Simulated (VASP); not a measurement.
# Si2W (I4/mmm) in VASP: further runs, part 2 of 2

VASP 6.6.1. The steps go on from the part before.

### 4 Single point, PBEsol (shortest bond scaled by 0.88)

Input file INCAR:

```
SYSTEM = Si2W
PREC = Accurate
ENCUT = 520
EDIFF = 1E-7
ISMEAR = -1
SIGMA = 0.05
LREAL = .FALSE.
LASPH = .TRUE.
NELM = 80
ALGO = Normal
ISIF = 2
LWAVE = .FALSE.
LCHARG = .FALSE.
GGA = PS
NBANDS = 18
```

Input file KPOINTS:

```
Automatic mesh
0
G
  13 13 13
  0 0 0
```

Input file POSCAR:

```
Si2W
1.0
   -1.6069000000      1.6069000000      3.9149500000
    1.6069000000     -1.6069000000      3.9149500000
    1.6069000000      1.6069000000     -3.9149500000
Si W
2 1
Direct
    0.3545360000      0.3545360000      0.0000000000
    0.6454640000      0.6454640000      0.0000000000
    0.0000000000      0.0000000000      0.0000000000
```

Potentials or basis: VASP PAW PBE potentials, release 64 (Si, W_sv).

Command:

```bash
$ cat potpaw_PBE.64/Si/POTCAR potpaw_PBE.64/W_sv/POTCAR > POTCAR
$ mpirun -np 1 vasp_std > vasp.out
```

OUTCAR:

```text
SYSTEM = Si2W
   PREC = Accurate
   ENCUT = 520
   EDIFF = 1E-7
   ISMEAR = -1
   LREAL = .FALSE.
   LASPH = .TRUE.
   NELM = 80
   ISIF = 2
   GGA = PS

 ion  position               nearest neighbor table
   1  0.355  0.355  0.000-   2 2.28   3 2.54   3 2.54   3 2.54   3 2.54   3 2.78   2 2.80   2 2.80
                             2 2.80   2 2.80
   2  0.645  0.645  0.000-   1 2.28   3 2.54   3 2.54   3 2.54   3 2.54   3 2.78   1 2.80   1 2.80
                             1 2.80   1 2.80
   3  0.000  0.000  0.000-   2 2.54   2 2.54   2 2.54   1 2.54   1 2.54   1 2.54   2 2.54   1 2.54
                             1 2.78   2 2.78

  LATTYP: Found a body centered tetragonal cell.
 ALAT       =     3.2138000000
 C/A-ratio  =     2.4363370465

  Lattice vectors:

 A1 = (  -1.6069000000,   1.6069000000,   3.9149500000)
 A2 = (   1.6069000000,  -1.6069000000,   3.9149500000)
 A3 = (   1.6069000000,   1.6069000000,  -3.9149500000)

Analysis of symmetry for initial positions (statically):
=====================================================================
 Subroutine PRICEL returns:
 Original cell was already a primitive cell.

 Routine SETGRP: Setting up the symmetry group for a
 body centered tetragonal supercell.

[... 172 lines left out ...]
 fundamental gap:      0.1345530393
 Fermi energy:        11.6672497648

 k-point     1 :       0.0000    0.0000    0.0000
  band No.  band energies     occupation
      1     -61.9923      2.00000
      2     -26.3428      2.00000
      3     -26.3428      2.00000
      4     -26.1457      2.00000
      5      -2.2710      2.00000
      6       4.5758      2.00000
[... 481 lines left out ...]
      5       1.5854      2.00000
      6       2.7434      2.00000
[... 10 lines left out ...]
     17      19.4070      0.00000
     18      20.6548      0.00000

 [... further k-points ...]

------------------------ aborting loop because EDIFF is reached ----------------------------------------

  FORCE on cell =-STRESS in cart. coord.  units (eV):
  Direction    XX          YY          ZZ          XY          YZ          ZX
  --------------------------------------------------------------------------------------
  -------------------------------------------------------------------------------------
  Total        0.8673649      0.8673649      3.5076865      0.0000000      0.0000000      0.0000000
  in kB       34.3675447     34.3675447    138.9848447      0.0000000      0.0000000      0.0000000
  external PRESSURE =      69.2399780 kB  Pullay stress =       0.0000000 kB

 VOLUME and BASIS-vectors are now :
 -----------------------------------------------------------------------------
  energy-cutoff  :      520.00
  volume of cell :       40.44
      direct lattice vectors                 reciprocal lattice vectors
    -1.606900000  1.606900000  3.914950000     0.000000000  0.311158131  0.127715552
     1.606900000 -1.606900000  3.914950000     0.311158131  0.000000000  0.127715552
     1.606900000  1.606900000 -3.914950000     0.311158131  0.311158131  0.000000000

 POSITION                                       TOTAL-FORCE (eV/Angst)
 -----------------------------------------------------------------------------------
      0.00000      0.00000      2.77598        -0.000000     -0.000000     -4.037108
      0.00000      0.00000      5.05392        -0.000000     -0.000000      4.037108
      0.00000      0.00000      0.00000         0.000000      0.000000      0.000000
 -----------------------------------------------------------------------------------
    total drift:                               -0.000000     -0.000000      0.000000

  FREE ENERGIE OF THE ION-ELECTRON SYSTEM (eV)
  ---------------------------------------------------
  free  energy   TOTEN  =       -26.0650369237 eV

  energy  without entropy=      -26.0635261924  energy(sigma->0) =      -26.06428156
```

stdout:

```text
POSCAR found type information on POSCAR SiW
 POSCAR found :  2 types and       3 ions
 scaLAPACK will be used
 -----------------------------------------------------------------------------
|                                                                             |
|                                                                             |
|     You enforced a specific xc type in the INCAR file but a different       |
|     I HOPE YOU KNOW WHAT YOU ARE DOING!                                     |
|                                                                             |
 -----------------------------------------------------------------------------

 LDA part: xc-table for (Slater+PW92), standard interpolation
 POSCAR, INCAR and KPOINTS ok, starting setup
 FFT: planning ... GRIDC
 FFT: planning ... GRID_SOFT
 FFT: planning ... GRID
 WAVECAR not read
 entering main loop
```

It took 94 s on 1 thread of Intel Xeon 6975P-C (Granite Rapids), shared host; peak memory 0.29 GiB.

What came out:

- Free energy: -26.0650 eV
- Pressure: 6.9 GPa
- Largest force: 4.037 eV/Å
- Band gap on the k mesh: zero (band 11 reaches 11.94 eV, above the bottom of band 12 at 11.42 eV)

Forces in eV/Å, atoms in the order of the input:
```
Si   0.000  0.000 -4.037
Si   0.000  0.000  4.037
W    0.000  0.000  0.000
```

Stress tensor (GPa, compression positive):
```
 3.44  0.00  0.00
 0.00  3.44  0.00
 0.00  0.00 13.90
```

Caveat: the cell differs from its parent crystal (shortest bond scaled by 0.88); the PAW data sets were made with another functional, which shifts forces and pressure a little; spin-orbit coupling is left out, which moves the levels of the heavy elements.

### 5 Single point, PBEsol (shortest bond scaled by 0.7)

Edit INCAR of step 4 so:

```diff
@@ -3,3 +3,3 @@
 ENCUT = 520
-EDIFF = 1E-7
+EDIFF = 1E-6
 ISMEAR = -1
@@ -8,3 +8,3 @@
 LASPH = .TRUE.
-NELM = 80
+NELM = 60
 ALGO = Normal
```

KPOINTS is that of step 4.

Input file POSCAR:

```
Si2W
1.0
   -1.6069000000      1.6069000000      3.9149500000
    1.6069000000     -1.6069000000      3.9149500000
    1.6069000000      1.6069000000     -3.9149500000
Si W
2 1
Direct
    0.3842900000      0.3842900000      0.0000000000
    0.6157100000      0.6157100000      0.0000000000
    0.0000000000      0.0000000000      0.0000000000
```

Potentials or basis: VASP PAW PBE potentials, release 64 (Si, W_sv).

Command:

```bash
$ cat potpaw_PBE.64/Si/POTCAR potpaw_PBE.64/W_sv/POTCAR > POTCAR
$ mpirun -np 1 vasp_std > vasp.out
```

OUTCAR:

```text
SYSTEM = Si2W
   PREC = Accurate
   ENCUT = 520
   EDIFF = 1E-6
   ISMEAR = -1
   LREAL = .FALSE.
   LASPH = .TRUE.
   NELM = 60
   ISIF = 2
   GGA = PS

 ion  position               nearest neighbor table
   1  0.384  0.384  0.000-   2 1.81   3 2.45   3 2.45   3 2.45   3 2.45   3 3.01   2 3.10   2 3.10
                             2 3.10   2 3.10
   2  0.616  0.616  0.000-   1 1.81   3 2.45   3 2.45   3 2.45   3 2.45   3 3.01   1 3.10   1 3.10
                             1 3.10   1 3.10
   3  0.000  0.000  0.000-   2 2.45   2 2.45   2 2.45   1 2.45   2 2.45   1 2.45   1 2.45   1 2.45
                             1 3.01   2 3.01

  LATTYP: Found a body centered tetragonal cell.
 ALAT       =     3.2138000000
 C/A-ratio  =     2.4363370465

  Lattice vectors:

 A1 = (  -1.6069000000,   1.6069000000,   3.9149500000)
 A2 = (   1.6069000000,  -1.6069000000,   3.9149500000)
 A3 = (   1.6069000000,   1.6069000000,  -3.9149500000)

Analysis of symmetry for initial positions (statically):
=====================================================================
 Subroutine PRICEL returns:
 Original cell was already a primitive cell.

 Routine SETGRP: Setting up the symmetry group for a
 body centered tetragonal supercell.

 Subroutine GETGRP returns: Found 16 space group operations
 (whereof 16 operations were pure point group operations)
 out of a pool of 16 trial point group operations.

The static configuration has the point symmetry D_4h.

Analysis of symmetry for dynamics (positions and initial velocities):
=====================================================================
 Subroutine PRICEL returns:
 Original cell was already a primitive cell.

 Routine SETGRP: Setting up the symmetry group for a
 body centered tetragonal supercell.

 Subroutine GETGRP returns: Found 16 space group operations
 (whereof 16 operations were pure point group operations)
 out of a pool of 16 trial point group operations.

The dynamic configuration has the point symmetry D_4h.

 Subroutine INISYM returns: Found 16 space group operations
[... 120 lines left out ...]
  volume/ion in A,a.u.               =      13.48        90.96
  Fermi-wavevector in a.u.,A,eV,Ry     =   1.336476  2.525573 24.302284  1.786167
  Thomas-Fermi vector in A             =   2.465099
   LORBIT       =      0    0 simple, 1 ext, 2 COOP (PROOUT), +10 PAW based schemes
   GGA     = PS    functional components
   LHFCALC =     F    Hartree Fock is set to
   AEXX    =    0.0000 exact exchange contribution
   IVDW    =     0    specifies the selected vdW correction
   LEPSILON=     F    determine dielectric tensor
   LRPA    =     F    only Hartree local field effects (RPA)
 non-spin polarized calculation
  energy-cutoff  :      520.00
  volume of cell :       40.44
 maximum number of plane-waves:      1108
 NGX is ok and might be reduce to    36
   NGX = 17   NGY = 17   NGZ = 17

 number of electron      21.9999999 magnetization

 Free energy of the ion-electron system (eV)
  ---------------------------------------------------
  ext. energy  EPLUGINS =         0.00000000
  ---------------------------------------------------
  free energy    TOTEN  =       -21.47302442 eV

  energy without entropy =      -21.45777050  energy(sigma->0) =      -21.46539746

 E-fermi :  11.3077     XC(G=0): -12.4515

 val. band max:       11.3057547476   @ k =  -0.2308   0.3846   0.2308
 cond. band min:      11.3102840869   @ k =  -0.2308   0.0769   0.0000
 fundamental gap:      0.0045293393
 Fermi energy:        11.3076775636

 k-point     1 :       0.0000    0.0000    0.0000
  band No.  band energies     occupation
      1     -62.3245      2.00000
      2     -26.8412      2.00000
      3     -26.8412      2.00000
      4     -26.3290      2.00000
      5      -3.1733      2.00000
      6       4.5636      2.00000
[... 481 lines left out ...]
      5      -0.0052      2.00000
      6       2.9533      2.00000
[... 10 lines left out ...]
     17      19.0623      0.00000
     18      20.6296      0.00000

 [... further k-points ...]

------------------------ aborting loop because EDIFF is reached ----------------------------------------

  FORCE on cell =-STRESS in cart. coord.  units (eV):
  Direction    XX          YY          ZZ          XY          YZ          ZX
  --------------------------------------------------------------------------------------
  -------------------------------------------------------------------------------------
  Total        5.8414164      5.8414164     25.1182513      0.0000000      0.0000000     -0.0000000
  in kB      231.4540753    231.4540753    995.2589036      0.0000000      0.0000000     -0.0000000
  external PRESSURE =     486.0556847 kB  Pullay stress =       0.0000000 kB

 VOLUME and BASIS-vectors are now :
 -----------------------------------------------------------------------------
  energy-cutoff  :      520.00
  volume of cell :       40.44
      direct lattice vectors                 reciprocal lattice vectors
    -1.606900000  1.606900000  3.914950000     0.000000000  0.311158131  0.127715552
     1.606900000 -1.606900000  3.914950000     0.311158131  0.000000000  0.127715552
     1.606900000  1.606900000 -3.914950000     0.311158131  0.311158131  0.000000000

 POSITION                                       TOTAL-FORCE (eV/Angst)
 -----------------------------------------------------------------------------------
      0.00000      0.00000      3.00895         0.000000      0.000000    -18.163231
      0.00000      0.00000      4.82095        -0.000000     -0.000000     18.163231
      0.00000      0.00000      0.00000         0.000000      0.000000      0.000000
 -----------------------------------------------------------------------------------
    total drift:                               -0.000000      0.000000     -0.000000

  FREE ENERGIE OF THE ION-ELECTRON SYSTEM (eV)
  ---------------------------------------------------
  free  energy   TOTEN  =       -21.4730244247 eV

  energy  without entropy=      -21.4577705023  energy(sigma->0) =      -21.46539746
```

stdout:

```text
POSCAR found type information on POSCAR SiW
 POSCAR found :  2 types and       3 ions
 scaLAPACK will be used
 -----------------------------------------------------------------------------
|                                                                             |
|                                                                             |
|     You enforced a specific xc type in the INCAR file but a different       |
|     I HOPE YOU KNOW WHAT YOU ARE DOING!                                     |
|                                                                             |
 -----------------------------------------------------------------------------

 LDA part: xc-table for (Slater+PW92), standard interpolation
 POSCAR, INCAR and KPOINTS ok, starting setup
 FFT: planning ... GRIDC
 FFT: planning ... GRID_SOFT
 FFT: planning ... GRID
 WAVECAR not read
 entering main loop
```

Wall time 80 s (1 thread of Intel Xeon 6975P-C (Granite Rapids), shared host); peak memory 0.3 GiB.

What came out:

- Free energy: -21.4730 eV
- Pressure: 48.6 GPa
- Largest force: 18.163 eV/Å
- Band gap on the k mesh: zero (band 11 reaches 11.95 eV, above the bottom of band 12 at 10.70 eV)

Forces in eV/Å, atoms in the order of the input:
```
Si    0.000   0.000 -18.163
Si    0.000   0.000  18.163
W     0.000   0.000   0.000
```

Levels at points of the mesh, in eV from the Fermi level:
| k point | band 9 | band 10 | band 11 | band 12 | band 13 | band 14 |
| --- | --- | --- | --- | --- | --- | --- |
| (0.00, 0.00, 0.00) | -1.68 | -1.68 | -0.84 | 0.14 | 0.14 | 4.13 |

Caveat: the cell differs from its parent crystal (shortest bond scaled by 0.7); the PAW data sets were made with another functional, which shifts forces and pressure a little; spin-orbit coupling is left out, which moves the levels of the heavy elements.

### 6 Single point, PBEsol (shortest bond scaled by 0.58)

Input file INCAR:

```
SYSTEM = Si2W
  PREC = Accurate
  ENCUT = 520
  EDIFF = 1E-6
  ISMEAR = -1
  SIGMA = 0.05
  LREAL = .False.
  LASPH = .True.
  NELM = 80
  ALGO = Normal
  ISIF = 2
  LWAVE = .False.
  LCHARG = .False.
  GGA = PS
  NBANDS = 18
```

Input file KPOINTS:

```
Automatic mesh
0
Gamma
  13 13 13
  0 0 0
```

Input file POSCAR:

```
Si2W
1.0
   -1.6069000000      1.6069000000      3.9149500000
    1.6069000000     -1.6069000000      3.9149500000
    1.6069000000      1.6069000000     -3.9149500000
Si W
2 1
Direct
    0.4041260000      0.4041260000      0.0000000000
    0.5958740000      0.5958740000      0.0000000000
    0.0000000000      0.0000000000      0.0000000000
```

Potentials or basis: VASP PAW PBE potentials, release 64 (Si, W_sv).

Command:

```bash
$ cat potpaw_PBE.64/Si/POTCAR potpaw_PBE.64/W_sv/POTCAR > POTCAR
$ mpirun -np 1 vasp_std > vasp.out
```

It took 85 s on 1 thread of Intel Xeon 6975P-C (Granite Rapids), shared host; peak memory 0.3 GiB.

It converged, with:

```
Free energy            : -12.2244 eV
Pressure               : 109.9 GPa
Largest force          : 46.019 eV/Å
Band gap on the k mesh : zero (band 11 reaches 12.29 eV, above the bottom of band 12 at 9.75 eV)
```

Forces in eV/Å, atoms in the order of the input:
```
Si    0.000   0.000 -46.019
Si    0.000   0.000  46.019
W     0.000   0.000   0.000
```

Stress tensor (GPa, compression positive):
```
 40.80   0.00   0.00
  0.00  40.80   0.00
  0.00   0.00 248.01
```

Levels at points of the mesh, in eV from the Fermi level:
| k point | band 9 | band 10 | band 11 | band 12 | band 13 | band 14 |
| --- | --- | --- | --- | --- | --- | --- |
| (0.00, 0.00, 0.00) | -1.64 | -1.46 | -1.46 | -1.38 | -1.38 | 3.96 |

Caveat: the cell differs from its parent crystal (shortest bond scaled by 0.58); the PAW data sets were made with another functional, which shifts forces and pressure a little; spin-orbit coupling is left out, which moves the levels of the heavy elements.
